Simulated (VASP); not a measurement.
Runs of VASP 6.6.1 on Cr. The structure is that of space group Fm-3m (No. 225), or close to it. The cells are those of the table. 

```tsv
cell	k mesh	cutoff (eV)	gap on the mesh (eV)	pressure (GPa)
a = 2.597 Å, angles 60.0°, 1 atom	17 × 17 × 17	520	none	-9.0
a = 2.563 Å, angles 60.0°, 1 atom	8 × 8 × 8	500	none	(a)
a = 2.563 Å, angles 60.0°, 1 atom	24 × 24 × 24	520	none	-0.5
a = 2.563 Å, angles 60.0°, 1 atom	15 × 15 × 15	520	none	-0.5
a = 2.662 Å, angles 60.0°, 1 atom	17 × 17 × 17	520	none	-21.4
```

Alike in all rows: task single point; level PBE; potentials or basis VASP PAW PBE potentials, release 64 (Cr_pv); no spin polarisation; smearing fermi-dirac 0.1 eV.

Problem. Fill in the values left out.

Solution. (a) 0.1.

Caveats: some runs use coarse meshes; the run has no spin polarisation, though such a crystal can be magnetic.

A gap of «none» marks levels without a gap at the run's occupations.
